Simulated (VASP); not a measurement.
Wanted: the native input for a VASP 6.6.1 run.

* Task: relaxation of the atoms
* Functional: r2SCAN
* Potentials or basis: VASP PAW PBE potentials, release 64 (Br, Cs_sv)
* Cutoff: 500 eV
* k mesh: 6 × 6 × 1
* Occupations: gaussian, width 0.05 eV
* Spin: no spin polarisation
* Dipole correction: yes
* Further INCAR settings: ALGO = Normal; EDIFF = 1e-07; IBRION = 2; EDIFFG = -0.02; NSW = 80

Cs3Br4, a slab with vacuum:

```
CELL_PARAMETERS angstrom
4.32261 0.00000 0.00000
0.00000 4.32261 0.00000
0.00000 0.00000 27.96782
ATOMIC_POSITIONS crystal
Br 0.50000 0.50000 0.26817
Br 0.50000 0.50000 0.42272
Br 0.50000 0.50000 0.57728
Br 0.50000 0.50000 0.73183
Cs 0.00000 0.00000 0.34544
Cs 0.00000 0.00000 0.50000
Cs 0.00000 0.00000 0.65456
```

One way to write it, as run:

POSCAR

```
Cs3Br4
1.0
    4.3226051409      0.0000000000      0.0000000000
    0.0000000000      4.3226051409      0.0000000000
    0.0000000000      0.0000000000     27.9678154228
Br Cs
4 3
Direct
    0.5000000000      0.5000000000      0.2681653853
    0.5000000000      0.5000000000      0.4227217951
    0.5000000000      0.5000000000      0.5772782049
    0.5000000000      0.5000000000      0.7318346147
    0.0000000000      0.0000000000      0.3454435902
    0.0000000000      0.0000000000      0.5000000000
    0.0000000000      0.0000000000      0.6545564098
```

INCAR.step1

```
PREC = Accurate
ENCUT = 500
ISMEAR = 0
SIGMA = 0.05
LREAL = F
LASPH = T
NELM = 120
LDIPOL = T
IDIPOL = 3
DIPOL = 0.5 0.5 0.500
GGA = PE
ALGO = Normal
EDIFF = 1E-5
LWAVE = T
LCHARG = F
GGA_COMPAT = F
IBRION = 2
EDIFFG = -0.01
NELMIN = 4
NSW = 100
NELMDL = -8
KPAR = 4
```

INCAR.step2

```
PREC = Accurate
ENCUT = 500
EDIFF = 1E-7
ISMEAR = 0
SIGMA = 0.05
LREAL = F
LASPH = T
NELM = 120
ALGO = Normal
ISIF = 2
LWAVE = F
LCHARG = F
LDIPOL = T
IDIPOL = 3
DIPOL = 0.5 0.5 0.500
METAGGA = R2SCAN
LMIXTAU = T
IBRION = 2
NSW = 80
EDIFFG = -0.02
ISTART = 1
GGA_COMPAT = F
NELMIN = 4
KPAR = 4
```

KPOINTS

```
regular mesh
0
Gamma
  6 6 1
```

Potentials or basis: VASP PAW PBE potentials, release 64 (Br, Cs_sv).

Command:

```sh
$ cat potpaw_PBE.64/Br/POTCAR potpaw_PBE.64/Cs_sv/POTCAR > POTCAR
$ cp INCAR.step1 INCAR
$ mpirun -np 4 vasp_std > vasp.out
$ cp INCAR.step2 INCAR
$ mpirun -np 4 vasp_std > vasp.out
```

It gave:

- Energy gained by relaxing: 5.1 meV/atom
- Ionic steps: 9
- Largest force after relaxing: 0.018 eV/Å
- Band gap on the k mesh: zero (an odd number of electrons rules out a gap without spin polarisation)

Caveat: the PAW data sets were made with another functional, which shifts forces and pressure a little; spin-orbit coupling is left out, which moves the levels of the heavy elements; an odd number of electrons without spin polarisation forces a metal; a magnetic or distorted state may lie lower.

Wall time 33 min on 4 MPI ranks on Intel(R) Xeon(R) 6975P-C (Granite Rapids) (shared host), peak memory 0.71 GiB a rank.
